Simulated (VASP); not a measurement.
# Al2O3 (Pnnm) in VASP: notebook

The runs below take Al2O3 through single point, with PBE+D4, LDA.

Everything below comes from runs of VASP 6.6.1. Logs are shortened: lines on timing, memory, paths and dates and some standing lists are left out, and cuts for length are marked.

## (1) The cell of the first run

Symmetry: Pnnm, No. 58, orthorhombic system. Conventional cell: a = 4.520 Å, b = 9.566 Å, c = 3.011 Å, α = 90.00°, β = 90.00°, γ = 90.00°. Within 2.2 Å of Al (site symmetry m) lie 4 O at 1.68 to 1.81 Å. O (site symmetry 2/m) has 2 Al at 1.68 Å within 2.2 Å. O (site symmetry m) has 3 Al at 1.80 to 1.81 Å within 2.4 Å.

## (2) Single point, PBE+D4

Contents of INCAR:

```
PREC = Accurate
ENCUT = 520
EDIFF = 1E-7
ISMEAR = -1
SIGMA = 0.05
LREAL = False
LASPH = True
NELM = 100
ALGO = Normal
ISIF = 2
LWAVE = False
LCHARG = True
GGA = PE
IVDW = 13
LELF = True
LVHAR = True
NBANDS = 35
```

Contents of KPOINTS:

```
regular mesh
0
Gamma
  6 3 9
```

Contents of POSCAR:

```
Al2O3
1.0
    4.5202112757      0.0000000000      0.0000000000
    0.0000000000      9.5664313272      0.0000000000
    0.0000000000      0.0000000000      3.0110736627
Al O
4 6
Direct
    1.1266291816      0.8348692282      0.0000000000
   -0.1266291816      0.1651307718      0.0000000000
    0.6266291816      0.6651307718      0.5000000000
    0.3733708184      0.3348692282      0.5000000000
    0.5000000000      0.5000000000      0.5000000000
    0.3222731996      0.7888154891      0.5000000000
    0.1777268004      0.2888154891      0.0000000000
    0.8222731996      0.7111845109      0.0000000000
    0.0000000000      0.0000000000      0.0000000000
    0.6777268004      0.2111845109      0.5000000000
```

Potentials or basis: VASP PAW PBE potentials, release 64 (Al, O).

On the command line:

```sh
$ cat potpaw_PBE.64/Al/POTCAR potpaw_PBE.64/O/POTCAR > POTCAR
$ mpirun -np 1 vasp_std > vasp.out
```

OUTCAR:

```text
PREC = Accurate
   ENCUT = 520
   EDIFF = 1E-7
   ISMEAR = -1
   LREAL = False
   LASPH = True
   NELM = 100
   ISIF = 2
   GGA = PE
   IVDW = 13

 ion  position               nearest neighbor table
   1  0.127  0.835  0.000-   9 1.68   6 1.80   6 1.80   8 1.81   3 3.16   3 3.16   3 3.16   3 3.16
                             2 3.36
   2  0.873  0.165  0.000-   9 1.68  10 1.80  10 1.80   7 1.81   4 3.16   4 3.16   4 3.16   4 3.16
                             1 3.36
   3  0.627  0.665  0.500-   5 1.68   8 1.80   8 1.80   6 1.81   1 3.16   1 3.16   1 3.16   1 3.16
                             4 3.36
   4  0.373  0.335  0.500-   5 1.68   7 1.80   7 1.80  10 1.81   2 3.16   2 3.16   2 3.16   2 3.16
                             3 3.36
   5  0.500  0.500  0.500-   3 1.68   4 1.68
   6  0.322  0.789  0.500-   1 1.80   1 1.80   3 1.81
   7  0.178  0.289  0.000-   4 1.80   4 1.80   2 1.81
   8  0.822  0.711  0.000-   3 1.80   3 1.80   1 1.81
   9  0.000  0.000  0.000-   1 1.68   2 1.68
  10  0.678  0.211  0.500-   2 1.80   2 1.80   4 1.81

  LATTYP: Found a simple orthorhombic cell.
 ALAT       =     3.0110736627
 B/A-ratio  =     1.5011958464
 C/A-ratio  =     3.1770831268

  Lattice vectors:

 A1 = (   0.0000000000,   0.0000000000,   3.0110736627)
 A2 = (   4.5202112757,   0.0000000000,   0.0000000000)
 A3 = (   0.0000000000,   9.5664313272,   0.0000000000)

Analysis of symmetry for initial positions (statically):
=====================================================================
 Subroutine PRICEL returns:
 Original cell was already a primitive cell.

 Routine SETGRP: Setting up the symmetry group for a
 simple orthorhombic supercell.

 Subroutine GETGRP returns: Found  8 space group operations
 (whereof  4 operations were pure point group operations)
 out of a pool of  8 trial point group operations.

The static configuration has the point symmetry C_2h.
 The point group associated with its full space group is D_2h.

Analysis of symmetry for dynamics (positions and initial velocities):
=====================================================================
 Subroutine PRICEL returns:
 Original cell was already a primitive cell.

 Routine SETGRP: Setting up the symmetry group for a
 simple orthorhombic supercell.

 Subroutine GETGRP returns: Found  8 space group operations
 (whereof  4 operations were pure point group operations)
 out of a pool of  8 trial point group operations.

[... 125 lines left out ...]
   POTIM  = 0.5000    time-step for ionic-motion
   TEBEG  =    0.0;   TEEND  =   0.0 temperature during run
   PSTRESS=    0.0 pullay stress
   NELECT =      48.0000    total number of electrons
   NUPDOWN=      -1.0000    fix difference up-down
   EMIN   =  10.00;   EMAX   =-10.00  energy-range for DOS
   EFERMI =   0.00;   METHOD = LEGACY
   ISMEAR =    -1;   SIGMA  =   0.05  broadening in eV -4-tet -1-fermi 0-gaus
   EFERMI_NEDOS =   21; number of points for ismear=-14 and -15
   IALGO  =     38    algorithm
   IMIX   =      4    mixing-type and parameters
     AMIX     =   0.40;   BMIX     =  1.00
     AMIX_MAG =   1.60;   BMIX_MAG =  1.00
  volume/ion in A,a.u.               =      13.02        87.87
  Fermi-wavevector in a.u.,A,eV,Ry     =   1.173848  2.218251 18.747730  1.377919
  Thomas-Fermi vector in A             =   2.310255
   LORBIT       =      0    0 simple, 1 ext, 2 COOP (PROOUT), +10 PAW based schemes
   GGA     = PE    functional components
   LHFCALC =     F    Hartree Fock is set to
   AEXX    =    0.0000 exact exchange contribution
   IVDW    =    13    specifies the selected vdW correction
   LEPSILON=     F    determine dielectric tensor
   LRPA    =     F    only Hartree local field effects (RPA)
 non-spin polarized calculation
  energy-cutoff  :      520.00
  volume of cell :      130.21
 maximum number of plane-waves:      3544
 NGX is ok and might be reduce to    36
   NGX = 17   NGY = 35   NGZ = 11

 number of electron      48.0000007 magnetization

 Free energy of the ion-electron system (eV)
  ---------------------------------------------------
  ext. energy  EPLUGINS =         0.00000000
  ---------------------------------------------------
  free energy    TOTEN  =       -73.96313290 eV

  energy without entropy =      -73.96313290  energy(sigma->0) =      -73.96313290

 E-fermi :   3.5606     XC(G=0):  -9.0996

 val. band max:        2.4156579792   @ k =   0.0000   0.0000   0.0000
 cond. band min:       5.9189259156   @ k =   0.0000   0.0000   0.0000
 fundamental gap:      3.5032679364
 Fermi energy:         3.5605507355

 k-point     1 :       0.0000    0.0000    0.0000
  band No.  band energies     occupation
      1     -16.6740      2.00000
      2     -16.5902      2.00000
      3     -15.4418      2.00000
      4     -15.4192      2.00000
      5     -14.1148      2.00000
      6     -13.9773      2.00000
[... 901 lines left out ...]
     34      13.4277      0.00000
     35      13.5983      0.00000

 [... further k-points ...]

------------------------ aborting loop because EDIFF is reached ----------------------------------------

  DFT-D4 for vdW energy calculation

  Edisp (eV):   -1.81545

  FORCE on cell =-STRESS in cart. coord.  units (eV):
  Direction    XX          YY          ZZ          XY          YZ          ZX
  --------------------------------------------------------------------------------------
  -------------------------------------------------------------------------------------
  Total      -0.08367     0.08875    -0.10459     0.00000     0.00000     0.00000
  in kB      -1.02955     1.09211    -1.28694     0.00000     0.00000     0.00000
  external pressure =       -0.41 kB  Pullay stress =        0.00 kB

 VOLUME and BASIS-vectors are now :
 -----------------------------------------------------------------------------
  energy-cutoff  :      520.00
  volume of cell :      130.21
      direct lattice vectors                 reciprocal lattice vectors
     4.520211276  0.000000000  0.000000000     0.221228597  0.000000000  0.000000000
     0.000000000  9.566431327  0.000000000     0.000000000  0.104532188  0.000000000
     0.000000000  0.000000000  3.011073663     0.000000000  0.000000000  0.332107451

 POSITION                                       TOTAL-FORCE (eV/Angst)
 -----------------------------------------------------------------------------------
      0.57239      7.98672      0.00000         0.008818     -0.020696     -0.000000
      3.94782      1.57971      0.00000        -0.008818      0.020696      0.000000
      2.83250      6.36293      1.50554         0.008818      0.020696     -0.000000
      1.68771      3.20350      1.50554        -0.008818     -0.020696      0.000000
      2.26011      4.78322      1.50554        -0.000000     -0.000000      0.000000
      1.45674      7.54615      1.50554         0.000763     -0.006955      0.000000
      0.80336      2.76293      0.00000        -0.000763     -0.006955      0.000000
      3.71685      6.80350      0.00000         0.000763      0.006955     -0.000000
      0.00000      0.00000      0.00000        -0.000000     -0.000000      0.000000
      3.06347      2.02028      1.50554        -0.000763      0.006955      0.000000
 -----------------------------------------------------------------------------------
    total drift:                                0.000000     -0.000000     -0.000000

  FREE ENERGIE OF THE ION-ELECTRON SYSTEM (eV)
  ---------------------------------------------------
  free  energy   TOTEN  =       -75.7785845537 eV

  energy  without entropy=      -75.7785845536  energy(sigma->0) =      -75.77858455
```

stdout:

```text
POSCAR found type information on POSCAR AlO
 POSCAR found :  2 types and      10 ions
 scaLAPACK will be used
 LDA part: xc-table for (Slater+PW92), standard interpolation
 POSCAR, INCAR and KPOINTS ok, starting setup
 FFT: planning ... GRIDC
 FFT: planning ... GRID_SOFT
 FFT: planning ... GRID
 WAVECAR not read
 entering main loop
```

Wall time 2.4 min (1 thread of Intel Xeon Platinum 8375C at 2.90GHz (Ice Lake), shared host); peak memory 0.3 GiB.

What came out:

```yaml
Free_energy: -75.7786 eV
Pressure: 0.0 GPa
Largest_force: 0.022 eV/Å
Band_gap_on_the_k_mesh: 3.50 eV
Dispersion_energy_per_atom: -0.182 eV
```

Forces in eV/Å, atoms in the order of the input:
```
Al   0.009 -0.021  0.000
Al  -0.009  0.021  0.000
Al   0.009  0.021  0.000
Al  -0.009 -0.021  0.000
O    0.000  0.000  0.000
O    0.001 -0.007  0.000
O   -0.001 -0.007  0.000
O    0.001  0.007  0.000
O    0.000  0.000  0.000
O   -0.001  0.007  0.000
```

Levels at points of the mesh, in eV from the valence-band top:
```csv
k point,band 21,band 22,band 23,band 24,band 25,band 26,band 27,band 28
"(0.00, 0.00, 0.00)",-1.25,-0.62,-0.06,0.00,3.50,5.32,6.06,6.61
"(0.50, 0.00, 0.00)",-0.96,-0.96,-0.03,-0.03,6.02,6.02,6.76,6.76
```

Caveat: an odd mesh through Γ misses points on the zone boundary, where band edges can lie.

## (3) Single point, LDA

This run uses another cell than the first one, of 13.77 Å³/atom.

Contents of INCAR:

```
SYSTEM = Al2O3
  ALGO = Normal
  EDIFF = 1E-6
  ENCUT = 520
  GGA = CA
  ISIF = 2
  ISMEAR = -1
  LASPH = .True.
  LCHARG = .False.
  LREAL = .False.
  LWAVE = .False.
  NBANDS = 35
  NELM = 80
  PREC = Accurate
  SIGMA = 0.05
```

Contents of KPOINTS:

```
k-points
0
Gamma
  6 3 9
  0 0 0
```

Contents of POSCAR:

```
Al2O3
1.0
    4.6137770000      0.0000000000      0.0000000000
    0.0000000000      9.5632790000      0.0000000000
    0.0000000000      0.0000000000      3.1198620000
Al O
4 6
Direct
    0.9829750000      0.8245730000      0.0000000000
    0.0170250000      0.1754270000      0.0000000000
    0.4829750000      0.6754270000      0.5000000000
    0.5170250000      0.3245730000      0.5000000000
    0.5000000000      0.5000000000      0.5000000000
    0.1236350000      0.7530500000      0.5000000000
    0.3763650000      0.2530500000      0.0000000000
    0.6236350000      0.7469500000      0.0000000000
    0.0000000000      0.0000000000      0.0000000000
    0.8763650000      0.2469500000      0.5000000000
```

Potentials or basis: VASP PAW LDA potentials, release 64 (Al, O).

On the command line:

```sh
$ cat potpaw_LDA.64/Al/POTCAR potpaw_LDA.64/O/POTCAR > POTCAR
$ mpirun -np 1 vasp_std > vasp.out
```

OUTCAR:

```text
SYSTEM = Al2O3
   EDIFF = 1E-6
   ENCUT = 520
   GGA = CA
   ISIF = 2
   ISMEAR = -1
   LASPH = .True.
   LREAL = .False.
   NELM = 80
   PREC = Accurate

 ion  position               nearest neighbor table
   1  0.983  0.825  0.000-   9 1.68   8 1.82   6 1.82   6 1.82   3 3.13   3 3.13   3 3.13   3 3.13
                             2 3.36
   2  0.017  0.175  0.000-   9 1.68   7 1.82  10 1.82  10 1.82   4 3.13   4 3.13   4 3.13   4 3.13
                             1 3.36
   3  0.483  0.675  0.500-   5 1.68   6 1.82   8 1.82   8 1.82   1 3.13   1 3.13   1 3.13   1 3.13
                             4 3.36
   4  0.517  0.325  0.500-   5 1.68  10 1.82   7 1.82   7 1.82   2 3.13   2 3.13   2 3.13   2 3.13
[... 1141 lines left out ...]

 VOLUME and BASIS-vectors are now :
 -----------------------------------------------------------------------------
  energy-cutoff  :      520.00
  volume of cell :      137.66
      direct lattice vectors                 reciprocal lattice vectors
     4.613777000  0.000000000  0.000000000     0.216742162  0.000000000  0.000000000
     0.000000000  9.563279000  0.000000000     0.000000000  0.104566645  0.000000000
     0.000000000  0.000000000  3.119862000     0.000000000  0.000000000  0.320526998

 POSITION                                       TOTAL-FORCE (eV/Angst)
 -----------------------------------------------------------------------------------
      4.53523      7.88562      0.00000        -0.078437     -0.055947      0.000000
      0.07855      1.67766      0.00000         0.078437      0.055947      0.000000
      2.22834      6.45930      1.55993        -0.078437      0.055947      0.000000
      2.38544      3.10398      1.55993         0.078437     -0.055947     -0.000000
      2.30689      4.78164      1.55993         0.000000      0.000000      0.000000
      0.57042      7.20163      1.55993         0.193346      0.015928     -0.000000
      1.73646      2.41999      0.00000        -0.193346      0.015928      0.000000
      2.87731      7.14329      0.00000         0.193346     -0.015928     -0.000000
      0.00000      0.00000      0.00000         0.000000      0.000000      0.000000
      4.04335      2.36165      1.55993        -0.193346     -0.015928      0.000000
 -----------------------------------------------------------------------------------
    total drift:                                0.000000     -0.000000     -0.000000

  FREE ENERGIE OF THE ION-ELECTRON SYSTEM (eV)
  ---------------------------------------------------
  free  energy   TOTEN  =       -80.6637158580 eV

  energy  without entropy=      -80.6637158580  energy(sigma->0) =      -80.66371586
```

stdout:

```text
POSCAR found type information on POSCAR AlO
 POSCAR found :  2 types and      10 ions
 scaLAPACK will be used
 LDA part: xc-table for (Slater(with rela. corr.)+CA(PZ))
 , standard interpolation
 POSCAR, INCAR and KPOINTS ok, starting setup
 FFT: planning ... GRIDC
 FFT: planning ... GRID_SOFT
 FFT: planning ... GRID
 WAVECAR not read
 entering main loop
```

Run time: 3.5 min. Hardware: 1 thread of Intel Xeon 8259CL, shared host; peak memory 0.28 GiB.

What came out:

| Item | Value |
| --- | --- |
| Free energy | -80.6637 eV |
| Pressure | -5.9 GPa |
| Largest force | 0.194 eV/Å |
| Band gap on the k mesh | 3.35 eV |

Forces on the atoms (eV/Å):
```
Al  -0.078 -0.056  0.000
Al   0.078  0.056  0.000
Al  -0.078  0.056  0.000
Al   0.078 -0.056  0.000
O    0.000  0.000  0.000
O    0.193  0.016  0.000
O   -0.193  0.016  0.000
O    0.193 -0.016  0.000
O    0.000  0.000  0.000
O   -0.193 -0.016  0.000
```

Caveat: the cell stands under tension; an odd mesh through Γ misses points on the zone boundary, where band edges can lie.
